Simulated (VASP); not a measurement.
# Be16H (a cell with a defect) in VASP: further runs, part 2 of 2

VASP 6.6.1.

**4. Single point, PBE**

File INCAR:

```
PREC     = Accurate       # precision mode
ENCUT    = 520            # plane-wave cutoff, eV
EDIFF    = 1E-6           # SCF threshold, eV
ISMEAR   = -1             # smearing method
SIGMA    = 0.15           # smearing width, eV
LREAL    = Auto         
LASPH    = True           # aspherical terms in the spheres
NELM     = 100            # most SCF steps
ALGO     = Normal         # electronic algorithm
ISIF     = 2              # what is computed and relaxed
LWAVE    = False          # write WAVECAR
LCHARG   = False          # write CHGCAR
GGA      = PE             # functional
NBANDS   = 30             # bands
```

File KPOINTS:

```
regular mesh
0
Gamma
  5 5 3
```

File POSCAR:

```
Be16H
1.0
   -2.2900000000     -3.9663960000      0.0000000000
    3.4350000000     -1.9831980000      0.0000000000
    0.0000000000      0.0000000000      7.1768600000
Be H
16 1
Direct
    0.7496673922      0.5091404158     -0.0051869481
    0.4852926840      0.3410748898      0.2532816580
    0.7496592992      0.5034153697      0.5051550399
    0.4992411457      0.3337654217      0.7502145785
    0.4946578527     -0.0055934548     -0.0053789540
    0.2495946946      0.8322293597      0.2493739602
    0.4975763780     -0.0026850347      0.5033702761
    0.2496591819      0.8279439670      0.7475852950
    0.2496387181      0.4964269766     -0.0014921567
    0.0139653953      0.3407565517      0.2532603395
    0.2496342792      0.4972199416      0.5012905365
    0.0000626431      0.3337541347      0.7502059396
    0.0046853393     -0.0056121028     -0.0053988792
    0.7497661853      0.8181812414      0.2530916027
    0.0017487385     -0.0027022966      0.5033732022
    0.7496508706      0.8371084407      0.7489261320
    0.7494516323      0.1711639703      0.2084099453
```

Command:

```console
$ cat potpaw_PBE.64/Be/POTCAR potpaw_PBE.64/H/POTCAR > POTCAR
$ mpirun -np 1 vasp_std > vasp.out
```

Run time: 1.9 min. Hardware: 1 thread of AMD EPYC 9R45 (Zen 5), shared host; peak memory 0.24 GiB.

It converged, with:

| Property | Result |
| --- | --- |
| Free energy | -61.4668 eV |
| Pressure | 1.3 GPa |
| Largest force | 0.708 eV/Å |
| Band gap on the k mesh | zero (an odd number of electrons rules out a gap without spin polarisation) |

Forces on the atoms (eV/Å):
```
Be   0.015 -0.009  0.055
Be  -0.019 -0.003  0.101
Be  -0.031  0.018  0.032
Be   0.000 -0.001  0.046
Be  -0.005  0.024  0.036
Be  -0.007  0.003  0.032
Be   0.004 -0.019  0.013
Be   0.000  0.000  0.000
Be   0.002 -0.002  0.037
Be  -0.005  0.018  0.100
Be   0.009 -0.005  0.043
Be   0.001  0.001  0.046
Be  -0.023 -0.007  0.036
Be   0.018 -0.010  0.096
Be   0.018  0.006  0.013
Be   0.004 -0.002  0.021
H    0.019 -0.012 -0.707
```

Stress tensor (GPa, compression positive):
```
 0.66  0.90  0.07
 0.90  1.69 -0.04
 0.07 -0.04  1.59
```

Levels at points of the mesh, in eV from the Fermi level:
```tsv
k point	band 13	band 14	band 15	band 16	band 17	band 18	band 19	band 20
(0.00, 0.00, 0.00)	-3.87	-3.48	-0.55	0.28	0.54	0.92	1.04	1.21
```

**5. Single point, PBE**

File INCAR:

```
SYSTEM = Be16H
ALGO = Normal ; EDIFF = 1E-7
ENCUT = 520 ; GGA = PE
ISIF = 2 ; ISMEAR = -1
LASPH = .TRUE. ; LCHARG = .FALSE.
LREAL = Auto ; LWAVE = .FALSE.
NBANDS = 30 ; NELM = 100
PREC = Accurate ; SIGMA = 0.15
```

File KPOINTS:

```
k-points
0
G
  5 5 3
  0 0 0
```

File POSCAR:

```
Be16H
1.0
   -2.2900000000     -3.9663960000      0.0000000000
    3.4350000000     -1.9831980000      0.0000000000
    0.0000000000      0.0000000000      7.1768600000
Be H
16 1
Direct
    0.7497225279      0.5093800841     -0.0036525723
    0.4893971817      0.3386333468      0.2545135338
    0.7497117287      0.4994616765      0.5040815900
    0.4993336287      0.3334710363      0.7505088576
    0.4932910177     -0.0071029314     -0.0047265796
    0.2496651959      0.8307808730      0.2492818586
    0.4985801620     -0.0021477231      0.5014351680
    0.2497109706      0.8280824229      0.7460178964
    0.2496946419      0.4975227744     -0.0016554594
    0.0099977966      0.3384436548      0.2544876171
    0.2496923283      0.4983896453      0.5015660052
    0.0000773298      0.3334640714      0.7504984074
    0.0061637414     -0.0071126731     -0.0047491521
    0.7497699033      0.8234466022      0.2543060614
    0.0008407943     -0.0021570833      0.5014336353
    0.7497076396      0.8374653551      0.7482516031
    0.7495386580      0.1722918564      0.1666047547
```

Potentials or basis: VASP PAW PBE potentials, release 64 (Be, H).

Command:

```console
$ cat potpaw_PBE.64/Be/POTCAR potpaw_PBE.64/H/POTCAR > POTCAR
$ mpirun -np 1 vasp_std > vasp.out
```

OUTCAR:

```text
SYSTEM = Be16H
   EDIFF = 1E-7
   ENCUT = 520
   GGA = PE
   ISIF = 2
   ISMEAR = -1
   LASPH = .TRUE.
   LREAL = Auto
   NELM = 100
   PREC = Accurate

 ion  position               nearest neighbor table
   1  0.750  0.509  0.996-  16 2.21  12 2.22   4 2.22  14 2.23  13 2.25   5 2.25   9 2.29   9 2.29
                            10 2.30   2 2.31   5 2.36  13 2.36
   2  0.489  0.339  0.255-  17 1.50  11 2.18  10 2.20   7 2.23   9 2.23   6 2.24   3 2.24  14 2.26
                             6 2.29   1 2.31   5 2.31  14 2.37  10 2.38
   3  0.750  0.499  0.504-  14 2.21  16 2.21  12 2.21   4 2.21   2 2.24  10 2.24  15 2.29   7 2.29
                            11 2.29  11 2.29   7 2.30  15 2.30
   4  0.499  0.333  0.751-   3 2.21   9 2.21   5 2.22   1 2.22  11 2.22   7 2.23   8 2.27  16 2.28
                            12 2.29  12 2.29  16 2.30   8 2.31
   5  0.493  0.993  0.995-   8 2.21  16 2.21   4 2.22  13 2.23   6 2.23   1 2.25   9 2.26   9 2.29
                            14 2.30   2 2.31  13 2.35   1 2.36
   6  0.250  0.831  0.249-  13 2.23   5 2.23   9 2.23  15 2.24   7 2.24  11 2.24   2 2.24  10 2.24
                            14 2.29  14 2.29  10 2.29   2 2.29
   7  0.499  0.998  0.501-   8 2.20  16 2.21  14 2.22   4 2.23   2 2.23   6 2.24  15 2.28  11 2.29
                             3 2.29  11 2.29   3 2.30  15 2.30
   8  0.250  0.828  0.746-  11 2.19  15 2.20   7 2.20  13 2.21   5 2.21   9 2.24   4 2.27  12 2.27
[... 983 lines left out ...]
     28      12.5780      0.00000

 [... further k-points ...]

 [bands above 28 left out]

------------------------ aborting loop because EDIFF is reached ----------------------------------------

  FORCE on cell =-STRESS in cart. coord.  units (eV):
  Direction    XX          YY          ZZ          XY          YZ          ZX
  --------------------------------------------------------------------------------------
  -------------------------------------------------------------------------------------
  Total        0.2816805      1.1347450     -0.2204062      0.7417389     -0.0620756      0.1089625
  in kB        3.4615557     13.9448172     -2.7085592      9.1151882     -0.7628430      1.3390337
  external PRESSURE =       4.8992712 kB  Pullay stress =       0.0000000 kB

 VOLUME and BASIS-vectors are now :
 -----------------------------------------------------------------------------
  energy-cutoff  :      520.00
  volume of cell :      130.38
      direct lattice vectors                 reciprocal lattice vectors
    -2.290000000 -3.966396000  0.000000000    -0.109170306 -0.189088533  0.000000000
     3.435000000 -1.983198000  0.000000000     0.218340611 -0.126059022  0.000000000
     0.000000000  0.000000000  7.176860000     0.000000000  0.000000000  0.139336702

 POSITION                                       TOTAL-FORCE (eV/Angst)
 -----------------------------------------------------------------------------------
      0.03286     -3.98390      7.15065        -0.004040      0.002395      0.078109
      0.04249     -2.61272      1.82661        -0.045816     -0.024869      0.064852
     -0.00119     -3.96418      3.61772        -0.034438      0.020070      0.024887
      0.00200     -2.64189      5.38630        -0.001088     -0.000353      0.049415
      2.28097     -3.92570      7.14294        -0.004250      0.021597      0.057831
      2.28200     -2.63787      1.78906        -0.009944      0.005301      0.042950
[... 9 lines left out ...]
      1.15986     -4.63450      5.37010         0.005323     -0.002843      0.030151
     -1.12462     -3.31466      1.19570         0.029042     -0.017954     -0.710131
 -----------------------------------------------------------------------------------
    total drift:                               -0.000530     -0.000181     -0.001030

  FREE ENERGIE OF THE ION-ELECTRON SYSTEM (eV)
  ---------------------------------------------------
  free  energy   TOTEN  =       -61.7087426914 eV

  energy  without entropy=      -61.5611299601  energy(sigma->0) =      -61.63493633
```

OSZICAR:

```text
N       E                     dE             d eps       ncg     rms          rms(c)
DAV:   1     0.345677229281E+02    0.34568E+02   -0.12598E+04  2280   0.926E+02
DAV:   2    -0.578429879016E+02   -0.92411E+02   -0.85267E+02  2984   0.171E+02
DAV:   3    -0.622462361391E+02   -0.44032E+01   -0.42890E+01  3014   0.309E+01
DAV:   4    -0.622998915269E+02   -0.53655E-01   -0.53458E-01  2938   0.388E+00
DAV:   5    -0.623004785640E+02   -0.58704E-03   -0.58684E-03  2890   0.325E-01    0.385E+00
DAV:   6    -0.618692538011E+02    0.43122E+00   -0.10157E-01  3026   0.222E+00    0.230E+00
DAV:   7    -0.617125265111E+02    0.15673E+00   -0.10510E-01  2670   0.200E+00    0.471E-01
DAV:   8    -0.617092043108E+02    0.33222E-02   -0.90698E-03  2928   0.529E-01    0.168E-01
DAV:   9    -0.617087230553E+02    0.48126E-03   -0.10241E-03  2688   0.154E-01    0.314E-02
DAV:  10    -0.617087385881E+02   -0.15533E-04   -0.22659E-04  2738   0.698E-02    0.824E-03
DAV:  11    -0.617087401178E+02   -0.15297E-05   -0.48720E-06  2870   0.107E-02    0.334E-03
DAV:  12    -0.617087423651E+02   -0.22474E-05   -0.10156E-06  2820   0.583E-03    0.663E-04
DAV:  13    -0.617087427640E+02   -0.39892E-06   -0.42051E-08  1824   0.109E-03    0.223E-04
DAV:  14    -0.617087426914E+02    0.72623E-07   -0.76585E-09  1806   0.600E-04
   1 F= -.61708743E+02 E0= -.61634936E+02  d E =-.147613E+00
```

stdout:

```text
POSCAR found type information on POSCAR BeH
 POSCAR found :  2 types and      17 ions
 scaLAPACK will be used
 LDA part: xc-table for (Slater+PW92), standard interpolation
 POSCAR, INCAR and KPOINTS ok, starting setup
 FFT: planning ... GRIDC
 FFT: planning ... GRID_SOFT
 FFT: planning ... GRID
 WAVECAR not read
 entering main loop
```

Wall time 2.1 min (1 thread of AMD EPYC 9R45 (Zen 5), shared host); peak memory 0.24 GiB.

Results:

```
Free energy            : -61.7087 eV
Pressure               : 0.5 GPa
Largest force          : 0.711 eV/Å
Band gap on the k mesh : zero (an odd number of electrons rules out a gap without spin polarisation)
```

Forces on the atoms (eV/Å):
```
Be  -0.004  0.002  0.078
Be  -0.046 -0.025  0.065
Be  -0.034  0.020  0.025
Be  -0.001  0.000  0.049
Be  -0.004  0.022  0.058
Be  -0.010  0.005  0.043
Be   0.001 -0.013  0.007
Be   0.004 -0.003  0.020
Be   0.013 -0.008  0.040
Be   0.000  0.051  0.065
Be   0.014 -0.008  0.052
Be   0.000  0.001  0.049
Be  -0.021 -0.007  0.058
Be   0.043 -0.024  0.064
Be   0.011  0.006  0.007
Be   0.005 -0.003  0.030
H    0.029 -0.018 -0.710
```

Stress tensor (GPa, compression positive):
```
 0.35  0.91  0.13
 0.91  1.39 -0.08
 0.13 -0.08 -0.27
```

**6. Single point, PBE**

File INCAR:

```
SYSTEM = Be16H
PREC = Accurate
ENCUT = 520
EDIFF = 1E-6
ISMEAR = -1
SIGMA = 0.15
LREAL = Auto
LASPH = .True.
NELM = 80
ALGO = Normal
ISIF = 2
LWAVE = .False.
LCHARG = .False.
GGA = PE
NBANDS = 30
```

File KPOINTS:

```
Automatic mesh
0
Gamma
  5 5 3
  0 0 0
```

File POSCAR:

```
Be16H
1.0
   -2.2900000000     -3.9663960000      0.0000000000
    3.4350000000     -1.9831980000      0.0000000000
    0.0000000000      0.0000000000      7.1768600000
Be H
16 1
Direct
    0.7495289804      0.5023337308     -0.0044318825
    0.4875955699      0.3402564353      0.2462101811
    0.7495455123      0.5104143299      0.5048068375
    0.4991856583      0.3343473530      0.7498804491
    0.4979315579     -0.0017364578     -0.0022444356
    0.2494413918      0.8321638391      0.2509557104
    0.4938127497     -0.0057603503      0.5054249351
    0.2495234880      0.8285652947      0.7535827646
    0.2494970390      0.4982492633     -0.0010632784
    0.0113946357      0.3399047208      0.2462542115
    0.2494990418      0.4974278910      0.5019097488
   -0.0001550609      0.3343347629      0.7498996776
    0.0011258361     -0.0017504615     -0.0022381654
    0.7496423110      0.8214261695      0.2463403215
    0.0052856189     -0.0057749441      0.5054607447
    0.7495183024      0.8380779949      0.7516788679
    0.7492226112      0.1712942590      0.3123506659
```

Potentials or basis: VASP PAW PBE potentials, release 64 (Be, H).

Command:

```console
$ cat potpaw_PBE.64/Be/POTCAR potpaw_PBE.64/H/POTCAR > POTCAR
$ mpirun -np 1 vasp_std > vasp.out
```

Run time: 85 s. Hardware: 1 thread of AMD EPYC 9R45 (Zen 5), shared host; peak memory 0.24 GiB.

The run converged. Its results:

- Free energy: -61.5851 eV
- Pressure: 0.9 GPa
- Largest force: 0.823 eV/Å
- Band gap on the k mesh: zero (an odd number of electrons rules out a gap without spin polarisation)

Forces in eV/Å, atoms in the order of the input:
```
Be  -0.040  0.023 -0.030
Be  -0.018 -0.003 -0.108
Be   0.008 -0.004 -0.072
Be  -0.001  0.002 -0.053
Be   0.003 -0.020 -0.011
Be  -0.012  0.006 -0.038
Be  -0.004  0.031 -0.050
Be   0.002 -0.001 -0.008
Be   0.012 -0.007 -0.049
Be  -0.005  0.018 -0.108
Be   0.006 -0.004 -0.050
Be  -0.002 -0.001 -0.053
Be   0.019  0.008 -0.011
Be   0.021 -0.011 -0.106
Be  -0.029 -0.011 -0.050
Be   0.004 -0.002 -0.028
H    0.037 -0.024  0.822
```

Stress tensor (GPa, compression positive):
```
 0.50  0.89 -0.10
 0.89  1.52  0.05
-0.10  0.05  0.78
```

Levels at points of the mesh, in eV from the Fermi level:
```
           k point  band 13  band 14  band 15  band 16  band 17  band 18  band 19  band 20
(0.00, 0.00, 0.00)    -3.95    -3.54    -0.46     0.24     0.48     0.83     0.94     1.16
```

**7. The runs side by side**

```csv
cell,gap on the mesh (eV),pressure (GPa),largest force (eV/Å)
"as given, atomic positions A",none,0.5,0.72
"as given, atomic positions B",none,1.3,0.71
"as given, atomic positions C",none,1.3,0.71
"as given, atomic positions D",none,0.5,0.71
"as given, atomic positions E",none,0.9,0.82
```

Alike in all rows: task single point; level PBE; potentials or basis VASP PAW PBE potentials, release 64 (Be, H); no spin polarisation; k mesh 5 × 5 × 3; cutoff (eV) 520; smearing fermi-dirac 0.15 eV.

Absolute energies hang on the potentials; compare differences alone.
